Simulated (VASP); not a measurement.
# AlN (P6_3mc) in VASP: settings compared

The runs below take AlN through single point, relaxation of cell and atoms, with RPBE, PBE+D3(BJ), PBE+D4.

Everything below comes from runs of VASP 6.6.1. Logs are shortened: lines on timing, memory, paths and dates and some standing lists are left out, and cuts for length are marked.

**Experimental background.**

From “Self-assembly of well-separated AlN nanowires directly on sputtered metallic TiN films”, 2019, arxiv:1910.07391, for a bulk crystal of AlN at 10 K: band gap 6.034 eV (an exciton energy, a little under the gap).

The results are compared with them further down.

## (1) The cell of the first run

The structure is hexagonal, space group P6_3mc (No. 186). Conventional cell: a = 3.149 Å, b = 3.149 Å, c = 5.049 Å, α = 90.00°, β = 90.00°, γ = 120.00°. Within 2.5 Å of Al (site symmetry 3m) lie 4 N at 1.91 to 1.93 Å. N (site symmetry 3m) has 4 Al at 1.91 to 1.93 Å within 2.5 Å.

## (2) Single point, RPBE

Contents of INCAR:

```
SYSTEM = AlN
ALGO     = Normal         ! electronic algorithm
EDIFF    = 1E-6           ! SCF threshold, eV
ENCUT    = 520            ! plane-wave cutoff, eV
GGA      = RP             ! functional
ISIF     = 2              ! what is computed and relaxed
ISMEAR   = -1             ! smearing method
LASPH    = .TRUE.         ! aspherical terms in the spheres
LCHARG   = .TRUE.         ! write CHGCAR
LELF     = .TRUE.         ! ELF
LREAL    = .FALSE.        ! projectors in reciprocal space
LVHAR    = .TRUE.       
LWAVE    = .FALSE.        ! write WAVECAR
NBANDS   = 16             ! bands
NELM     = 100            ! most SCF steps
PREC     = Accurate       ! precision mode
SIGMA    = 0.05           ! smearing width, eV
```

Contents of KPOINTS:

```
k-points
0
G
  10 10 6
  0 0 0
```

Contents of POSCAR:

```
AlN
1.0
    3.1490566051      0.0000000000      0.0000000000
   -1.5745283026      2.7271630180      0.0000000000
    0.0000000000      0.0000000000      5.0494960368
Al N
2 2
Direct
    0.6666666667      0.3333333333      0.4992520590
    0.3333333333      0.6666666667     -0.0007479410
    0.6666666667      0.3333333333      0.8807479410
    0.3333333333      0.6666666667      0.3807479410
```

Potentials or basis: VASP PAW PBE potentials, release 64 (Al, N).

The run is started by

```bash
$ cat potpaw_PBE.64/Al/POTCAR potpaw_PBE.64/N/POTCAR > POTCAR
$ mpirun -np 1 vasp_std > vasp.out
```

OUTCAR:

```text
SYSTEM = AlN
   EDIFF = 1E-6
   ENCUT = 520
   GGA = RP
   ISIF = 2
   ISMEAR = -1
   LASPH = .TRUE.
   LREAL = .FALSE.
   NELM = 100
   PREC = Accurate

 ion  position               nearest neighbor table
   1  0.667  0.333  0.499-   4 1.91   4 1.91   4 1.91   3 1.93   2 3.11   2 3.11   2 3.11   2 3.11
                             2 3.11   2 3.11
   2  0.333  0.667  0.999-   3 1.91   3 1.91   3 1.91   4 1.93   1 3.11   1 3.11   1 3.11   1 3.11
                             1 3.11   1 3.11
   3  0.667  0.333  0.881-   2 1.91   2 1.91   2 1.91   1 1.93
   4  0.333  0.667  0.381-   1 1.91   1 1.91   1 1.91   2 1.93

  LATTYP: Found a hexagonal cell.
 ALAT       =     3.1490566051
 C/A-ratio  =     1.6034948462

  Lattice vectors:

 A1 = (   3.1490566051,   0.0000000000,   0.0000000000)
 A2 = (  -1.5745283026,   2.7271630180,   0.0000000000)
 A3 = (   0.0000000000,   0.0000000000,   5.0494960368)

Analysis of symmetry for initial positions (statically):
=====================================================================
 Subroutine PRICEL returns:
 Original cell was already a primitive cell.

 Routine SETGRP: Setting up the symmetry group for a
 hexagonal supercell.

 Subroutine GETGRP returns: Found 12 space group operations
 (whereof  6 operations were pure point group operations)
 out of a pool of 24 trial point group operations.

The static configuration has the point symmetry C_3v.
 The point group associated with its full space group is C_6v.

Analysis of symmetry for dynamics (positions and initial velocities):
=====================================================================
 Subroutine PRICEL returns:
 Original cell was already a primitive cell.

 Routine SETGRP: Setting up the symmetry group for a
 hexagonal supercell.

 Subroutine GETGRP returns: Found 12 space group operations
 (whereof  6 operations were pure point group operations)
 out of a pool of 24 trial point group operations.

The dynamic configuration has the point symmetry C_3v.
 The point group associated with its full space group is C_6v.

 Subroutine INISYM returns: Found 12 space group operations
 (whereof  6 operations are pure point group operations),
 and found     1 'primitive' translations

----------------------------------------------------------------------------------------

                                     Primitive cell

  volume of cell :      43.3650

  direct lattice vectors                    reciprocal lattice vectors
     3.149056605  0.000000000  0.000000000     0.317555422  0.183340709  0.000000000
[... 87 lines left out ...]
   LASPH  =      T    aspherical Exc in radial PAW
   ENCUT  =  520.0 eV  38.22 Ry    6.18 a.u.   5.86  5.86  9.39*2*pi/ulx,y,z
   NELM   =    100;   NELMIN=  2; NELMDL= -5     # of ELM steps
   EDIFF  = 0.1E-05   stopping-criterion for ELM
   LREAL  =      F    real-space projection
[... 7 lines left out ...]
   TEBEG  =    0.0;   TEEND  =   0.0 temperature during run
   PSTRESS=    0.0 pullay stress
   NELECT =      16.0000    total number of electrons
   NUPDOWN=      -1.0000    fix difference up-down
   EMIN   =  10.00;   EMAX   =-10.00  energy-range for DOS
   EFERMI =   0.00;   METHOD = LEGACY
   ISMEAR =    -1;   SIGMA  =   0.05  broadening in eV -4-tet -1-fermi 0-gaus
   EFERMI_NEDOS =   21; number of points for ismear=-14 and -15
   IALGO  =     38    algorithm
   IMIX   =      4    mixing-type and parameters
     AMIX     =   0.40;   BMIX     =  1.00
     AMIX_MAG =   1.60;   BMIX_MAG =  1.00
  volume/ion in A,a.u.               =      10.84        73.16
  Fermi-wavevector in a.u.,A,eV,Ry     =   1.174181  2.218880 18.758358  1.378700
  Thomas-Fermi vector in A             =   2.310582
   LORBIT       =      0    0 simple, 1 ext, 2 COOP (PROOUT), +10 PAW based schemes
   GGA     = RP    functional components
   LHFCALC =     F    Hartree Fock is set to
   AEXX    =    0.0000 exact exchange contribution
   IVDW    =     0    specifies the selected vdW correction
   LEPSILON=     F    determine dielectric tensor
   LRPA    =     F    only Hartree local field effects (RPA)
 non-spin polarized calculation
  energy-cutoff  :      520.00
  volume of cell :       43.37
 maximum number of plane-waves:      1194
 NGX is ok and might be reduce to    24
   NGX = 11   NGY = 11   NGZ = 19

 number of electron      16.0000000 magnetization

 Free energy of the ion-electron system (eV)
  ---------------------------------------------------
  ext. energy  EPLUGINS =         0.00000000
  ---------------------------------------------------
  free energy    TOTEN  =       -28.35204280 eV

  energy without entropy =      -28.35204280  energy(sigma->0) =      -28.35204280

 E-fermi :   6.8470     XC(G=0): -10.6172

 val. band max:        5.9067418791   @ k =   0.0000   0.0000   0.0000
 cond. band min:       9.8409124804   @ k =   0.0000   0.0000   0.0000
 fundamental gap:      3.9341706013
 Fermi energy:         6.8469621377

 k-point     1 :       0.0000    0.0000    0.0000
  band No.  band energies     occupation
      1      -9.0958      2.00000
      2      -7.0955      2.00000
      3       0.1117      2.00000
      4       5.0742      2.00000
      5       5.0742      2.00000
      6       5.7085      2.00000
[... 433 lines left out ...]
      3       0.6720      2.00000
      4       1.6302      2.00000
      5       2.9444      2.00000
      6       3.6910      2.00000
[... 8 lines left out ...]
     15      18.3066      0.00000
     16      20.5032      0.00000

 [... further k-points ...]

------------------------ aborting loop because EDIFF is reached ----------------------------------------

  FORCE on cell =-STRESS in cart. coord.  units (eV):
  Direction    XX          YY          ZZ          XY          YZ          ZX
  --------------------------------------------------------------------------------------
  -------------------------------------------------------------------------------------
  Total       -0.1710509     -0.1710509     -0.1517020      0.0000000      0.0000000      0.0000000
  in kB       -6.3196988     -6.3196988     -5.6048269      0.0000000      0.0000000      0.0000000
  external PRESSURE =      -6.0814082 kB  Pullay stress =       0.0000000 kB

 VOLUME and BASIS-vectors are now :
 -----------------------------------------------------------------------------
  energy-cutoff  :      520.00
  volume of cell :       43.37
      direct lattice vectors                 reciprocal lattice vectors
     3.149056605  0.000000000  0.000000000     0.317555422  0.183340709  0.000000000
    -1.574528303  2.727163018  0.000000000     0.000000000  0.366681417  0.000000000
     0.000000000  0.000000000  5.049496037     0.000000000  0.000000000  0.198039565

 POSITION                                       TOTAL-FORCE (eV/Angst)
 -----------------------------------------------------------------------------------
      1.57453      0.90905      2.52097         0.000000     -0.000000      0.001308
     -0.00000      1.81811      5.04572         0.000000      0.000000      0.001308
      1.57453      0.90905      4.44733         0.000000      0.000000     -0.001308
     -0.00000      1.81811      1.92259        -0.000000     -0.000000     -0.001308
 -----------------------------------------------------------------------------------
    total drift:                               -0.000000      0.000000      0.000126

  FREE ENERGIE OF THE ION-ELECTRON SYSTEM (eV)
  ---------------------------------------------------
  free  energy   TOTEN  =       -28.3520428042 eV

  energy  without entropy=      -28.3520428041  energy(sigma->0) =      -28.35204280
```

OSZICAR:

```text
N       E                     dE             d eps       ncg     rms          rms(c)
DAV:   1     0.433049105830E+02    0.43305E+02   -0.72546E+03  1792   0.890E+02
DAV:   2    -0.291830584230E+02   -0.72488E+02   -0.66233E+02  2520   0.184E+02
DAV:   3    -0.328134108393E+02   -0.36304E+01   -0.36202E+01  2176   0.432E+01
DAV:   4    -0.328359665990E+02   -0.22556E-01   -0.22554E-01  2256   0.383E+00
DAV:   5    -0.328362640179E+02   -0.29742E-03   -0.29742E-03  2200   0.445E-01    0.121E+01
DAV:   6    -0.282931545057E+02    0.45431E+01   -0.10396E+01  2152   0.232E+01    0.440E+00
DAV:   7    -0.283415270881E+02   -0.48373E-01   -0.64589E-01  1920   0.565E+00    0.305E+00
DAV:   8    -0.283562429083E+02   -0.14716E-01   -0.57607E-02  1960   0.237E+00    0.639E-01
DAV:   9    -0.283510851121E+02    0.51578E-02   -0.11938E-02  2400   0.825E-01    0.267E-01
DAV:  10    -0.283521792416E+02   -0.10941E-02   -0.38292E-03  1904   0.384E-01    0.167E-01
DAV:  11    -0.283520332685E+02    0.14597E-03   -0.36883E-04  2096   0.149E-01    0.356E-02
DAV:  12    -0.283520429290E+02   -0.96605E-05   -0.25986E-05  1944   0.404E-02    0.977E-03
DAV:  13    -0.283520428042E+02    0.12480E-06   -0.77624E-06  2152   0.212E-02
   1 F= -.28352043E+02 E0= -.28352043E+02  d E =-.839575E-10
```

stdout:

```text
POSCAR found type information on POSCAR AlN
 POSCAR found :  2 types and       4 ions
 scaLAPACK will be used
 -----------------------------------------------------------------------------
|                                                                             |
|                                                                             |
|     You enforced a specific xc type in the INCAR file but a different       |
|     I HOPE YOU KNOW WHAT YOU ARE DOING!                                     |
|                                                                             |
 -----------------------------------------------------------------------------

 LDA part: xc-table for (Slater+PW92), standard interpolation
 POSCAR, INCAR and KPOINTS ok, starting setup
 FFT: planning ... GRIDC
 FFT: planning ... GRID_SOFT
 FFT: planning ... GRID
 WAVECAR not read
 entering main loop
```

Wall time 65 s (1 thread of AMD EPYC 7R13, shared host); peak memory 0.14 GiB.

Results:

- Free energy: -28.3520 eV
- Pressure: -0.6 GPa
- Band gap on the k mesh: 3.93 eV

Caveat: the PAW data sets were made with another functional, which shifts forces and pressure a little.

(Part 1 of 2 ends here.)
